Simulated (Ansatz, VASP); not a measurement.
## Two plane-wave programs on ZrSi2O6

```
Zr Si O
1.0
    -1.81629    1.81629    7.70586
     1.81629   -1.81629    7.70586
     1.81629    1.81629   -7.70586
Zr Si O
1 2 6
Direct
  0.50000 0.50000 0.00000
  0.83333 0.83333 0.00000
  0.16667 0.16667 0.00000
  0.91667 0.41667 0.50000
  0.58333 0.08333 0.50000
  0.25000 0.75000 0.50000
  0.08333 0.58333 0.50000
  0.75000 0.25000 0.50000
  0.41667 0.91667 0.50000
```

Alike in both runs: task relaxation of cell and atoms; functional PBE; k mesh 6 × 6 × 6; occupations gaussian, width 0.1 eV; no spin polarisation.

```csv
,VASP,Ansatz
version,VASP 6.6.1,Ansatz 0.2.0
potentials or method,"VASP PAW PBE potentials, release 64 (Zr_sv, Si, O), cutoff 600 eV","scalar-relativistic, plane waves, PAW"
valence electrons in the cell,56,56
```

|  | VASP | Ansatz | Ansatz less VASP |
| --- | --- | --- | --- |
| gap on the k mesh at the Fermi level, each at its own relaxed structure (eV) | 0.33 | 0.34 | +0.007 |
| relaxed volume (Å³/atom) | 9.16 | 9.17 | +0.007 |
| relaxed cell length with the largest relative difference (Å) | 7.630 | 7.635 | +0.0046 |

Noted on VASP's run: the volume moved by over 15 % at a fixed basis, so the end points are rough.
